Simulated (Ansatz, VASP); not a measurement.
# K: VASP beside Ansatz

File POSCAR:

```
K
1.0
   -2.6699463634      2.6699463634      2.6699463634
    2.6699463634     -2.6699463634      2.6699463634
    2.6699463634      2.6699463634     -2.6699463634
K
1
Direct
    0.0000000000      0.0000000000      0.0000000000
```

File INCAR.step1:

```
ALGO = Normal
EDIFF = 1E-4
ENCUT = 520
GGA = PE
ISMEAR = 1
LASPH = True
LCHARG = False
LREAL = False
LWAVE = True
NBANDS = 10
NELM = 80
PREC = Accurate
SIGMA = 0.01
```

INCAR.step2

```
ALGO = Normal
EDIFF = 1E-6
ENCUT = 520
ISIF = 2
ISMEAR = 1
ISTART = 1
LASPH = True
LCHARG = False
LMIXTAU = True
LREAL = False
LWAVE = False
METAGGA = R2SCAN
NBANDS = 10
NELM = 80
PREC = Accurate
SIGMA = 0.01
```

File KPOINTS:

```
k-points
0
Gamma
  8 8 8
```

Input for Ansatz:

```yaml
crystal:
  lattice:
    - [-2.6699463634, 2.6699463634, 2.6699463634]
    - [2.6699463634, -2.6699463634, 2.6699463634]
    - [2.6699463634, 2.6699463634, -2.6699463634]
  atoms:
    - { symbol: K, position: [0.0, 0.0, 0.0] }
hamiltonian:
  xc: r2scan
  pseudopotentials:
    kind: paw
    azcp:
      K: "pseudopotentials/K.paw.azcp"
basis:
  ecutwfc: 500
  fft_grid_basis: typed
kpoints:
  mp_grid: { grid: [8, 8, 8], shift: [0, 0, 0] }
magnetization:
  spin_polarized: false
scf:
  occupations: { method: methfessel_paxton, width: 0.01 }
  lower_state_search: "off"
output:
  stress: true
```

Alike in both runs: task single point; functional r2SCAN; k mesh 8 × 8 × 8; occupations methfessel-paxton of order 1, width 0.01 eV; no spin polarisation.

|  | VASP | Ansatz |
| --- | --- | --- |
| version | VASP 6.6.1 | Ansatz 0.2.0 |
| potentials or method | VASP PAW PBE potentials, release 64 (K_sv), cutoff 520 eV | plane waves (500 eV) with PAW, scalar-relativistic |
| valence electrons in the cell | 9 | 9 |

|  | VASP | Ansatz | Ansatz less VASP |
| --- | --- | --- | --- |
| pressure (GPa) | 0.0 | 0.0 | +0.02 |

VASP's potentials were made for PBE, not for r2SCAN.
